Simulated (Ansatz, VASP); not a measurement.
**Cu in VASP and in Ansatz**

```
Cu
1.0
    -1.47109    1.47109    1.40307
     1.47109   -1.47109    1.40307
     1.47109    1.47109   -1.40307
Cu
1
Cartesian
  0.0000 0.0000 0.0000
```

Alike in both runs: task single point; functional PBE; k mesh 16 × 16 × 16; occupations gaussian, width 0.05 eV; no spin polarisation.

|  | VASP | Ansatz |
| --- | --- | --- |
| version | VASP 6.6.1 | Ansatz 0.2.0 |
| potentials or method | VASP PAW PBE potentials, release 64 (Cu), cutoff 520 eV | scalar-relativistic, plane waves, PAW |
| valence electrons in the cell | 11 | 19 |

|  | VASP | Ansatz | Ansatz less VASP |
| --- | --- | --- | --- |
| gap on the k mesh at the Fermi level (eV) | none | none | - |
| pressure (GPa) | -1.0 | -1.5 | -0.57 |
| traceless stress, the component that is largest in VASP (GPa) | -0.10 | -0.11 | -0.003 |

A gap of «none» marks a metal or a gap that the smearing closes. VASP's potentials hold 11 valence electrons a cell and Ansatz's 19, so a difference there can come from the potentials and not from the codes.
